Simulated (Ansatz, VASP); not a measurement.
# Al: VASP beside Ansatz

Contents of INCAR:

```
SYSTEM = Al
PREC = Accurate ; ENCUT = 520
EDIFF = 1E-6 ; ISMEAR = 0
SIGMA = 0.15 ; LREAL = .False.
LASPH = .True. ; NELM = 80
ALGO = Normal ; ISIF = 2
LWAVE = .False. ; LCHARG = .True.
GGA = PE ; LELF = .True.
LVHAR = .True. ; NBANDS = 8
```

Contents of KPOINTS:

```
Automatic mesh
0
Gamma
  20 20 20
  0 0 0
```

POSCAR

```
Al
1.0
    0.0000000000      1.8620616000      2.1049392000
    1.8620616000      0.0000000000      2.1049392000
    1.8620616000      1.8620616000      0.0000000000
Al
1
Direct
    0.0000000000      0.0000000000      0.0000000000
```

Input for Ansatz:

```yaml
crystal:
  lattice:
    - [0.0, 1.8620616, 2.1049392]
    - [1.8620616, 0.0, 2.1049392]
    - [1.8620616, 1.8620616, 0.0]
  atoms:
    - { symbol: Al, position: [0.0, 0.0, 0.0] }
basis:
  ecutwfc: 420
kpoints:
  mp_grid: { grid: [20, 20, 20] }
hamiltonian:
  xc: pbe
scf:
  occupations: { method: gaussian, width: 0.15 }
output:
  forces: true
  stress: true
  eigenvalues: true
```

Change from the starting cell: strain -0.080 along x and y, +0.040 along z, atoms carried along.

Alike in both runs: task single point; functional PBE; k mesh 20 × 20 × 20; occupations gaussian, width 0.15 eV; no spin polarisation.

|  | VASP | Ansatz |
| --- | --- | --- |
| version | VASP 6.6.1 | Ansatz 0.2.0 |
| potentials or method | VASP PAW PBE potentials, release 64 (Al), cutoff 520 eV | scalar-relativistic, plane waves, PAW |
| valence electrons in the cell | 3 | 3 |

```tsv
	VASP	Ansatz	Ansatz less VASP
gap on the k mesh at the Fermi level (eV)	none	none	-
pressure (GPa)	14.1	14.1	+0.03
traceless stress, the component that is largest in VASP (GPa)	-8.68	-8.69	-0.004
```

A gap of «none» marks a metal or a gap that the smearing closes.
